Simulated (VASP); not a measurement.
# MgO: single point with PBE

Crystal: MgO.

```
CELL_PARAMETERS angstrom
3.40790 0.00000 0.00000
-1.70395 2.95133 0.00000
0.00000 0.00000 4.23670
ATOMIC_POSITIONS crystal
Mg 0.66667 0.33333 0.75000
Mg 0.33333 0.66667 0.25000
O 0.66667 0.33333 0.25000
O 0.33333 0.66667 0.75000
```

This cell differs from its parent crystal: volume 10.653 Å^3 an atom, c/a of the conventional cell 1.2432.

- Program: VASP 6.6.1
- Task: single point
- Functional: PBE
- Potentials or basis: VASP PAW PBE potentials, release 64 (Mg, O)
- Cutoff: 520 eV
- k mesh: 9 × 9 × 6
- Occupations: gaussian, width 0.05 eV
- Spin: no spin polarisation

```yaml
Pressure: 9.0 GPa
Band_gap_on_the_k_mesh: 3.57 eV, direct
```

Stress tensor (GPa, compression positive):
```
11.13  0.00  0.00
 0.00 11.13  0.00
 0.00  0.00  4.67
```

Levels at points of the mesh, in eV from the valence-band top:
| k point | band 5 | band 6 | band 7 | band 8 | band 9 | band 10 | band 11 | band 12 |
| --- | --- | --- | --- | --- | --- | --- | --- | --- |
| (0.00, 0.00, 0.00) | -1.79 | -0.93 | -0.93 | 0.00 | 3.57 | 9.60 | 12.15 | 12.98 |
| (0.00, 0.00, 0.50) | -1.38 | -1.38 | -1.38 | -1.38 | 6.58 | 6.58 | 13.34 | 13.34 |

Wall time 39 s on 1 thread of Intel Xeon 8259CL, with other jobs on the host, peak memory 0.18 GiB.
